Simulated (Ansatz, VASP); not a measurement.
One calculation of Te2Mo, two programs

```
CELL_PARAMETERS angstrom
3.56023 0.00000 0.00000
-1.78012 3.08325 0.00000
0.00000 0.00000 17.52406
ATOMIC_POSITIONS crystal
Te 0.33333 0.66667 0.10214
Te 0.33333 0.66667 0.89786
Mo 0.00000 0.00000 0.00000
```

Alike in both runs: functional PBEsol; k mesh 12 × 12 × 2; no spin polarisation.

```csv
,VASP,Ansatz
version,VASP 6.6.1,Ansatz 0.2.0
potentials or method,"VASP PAW PBE potentials, release 64 (Te, Mo_sv)",Ansatz PAW
plane-wave cutoff (eV),520,420
occupations,"gaussian, width 0.01 eV",fixed
valence electrons in the cell,26,46
task,single point,band structure
```

|  | VASP | Ansatz | Ansatz less VASP |
| --- | --- | --- | --- |
| gap on the k mesh at the Fermi level (eV) | 1.05 | 1.05 | +0.001 |
| least direct gap on the mesh (eV) | 1.05 | 1.05 | +0.001 |
| rms of the force components (eV/Å) | 0.069 | 0.083 | +0.0137 |

VASP's potentials were made for PBE, not for PBEsol. Atom by atom the forces differ by 0.014 eV/Å (rms over components). VASP's potentials hold 26 valence electrons a cell and Ansatz's 46, so a difference there can come from the potentials and not from the codes.

Spin-orbit coupling is off throughout.
